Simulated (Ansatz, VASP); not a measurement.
**W in VASP and in Ansatz**

```xyz
2
Lattice="2.8225 0.0000 0.0000 -1.4113 2.4444 0.0000 0.0000 0.0000 4.6092" Properties=species:S:1:pos:R:3 pbc="T T T"
W     0.0000    1.6296    1.1523
W     1.4113    0.8148    3.4569
```

Alike in both runs: task relaxation of cell and atoms; functional PBEsol; k mesh 18 × 18 × 10; occupations gaussian, width 0.1 eV; no spin polarisation.

|  | VASP | Ansatz |
| --- | --- | --- |
| version | VASP 6.6.1 | Ansatz 0.2.0 |
| potentials or method | VASP PAW PBE potentials, release 64 (W_sv), cutoff 600 eV | scalar-relativistic, plane waves, PAW |
| valence electrons in the cell | 28 | 28 |

Ansatz gave:

```
gap on the k mesh at the Fermi level, each at its own relaxed structure (eV) : none
relaxed volume (Å³/atom)                                                     : 16.05
relaxed length of the cell vector where the two differ most in proportion (Å)              : 2.752
```

Question: What did VASP give for the same quantities?

Answer: gap on the k mesh at the Fermi level, each at its own relaxed structure (eV): none; relaxed volume (Å³/atom): 16.08; relaxed length of the cell vector where the two differ most in proportion (Å): 2.754.

VASP's potentials were made for PBE, not for PBEsol. A gap of «none» marks a metal or a gap that the smearing closes.

Spin-orbit coupling is off throughout.
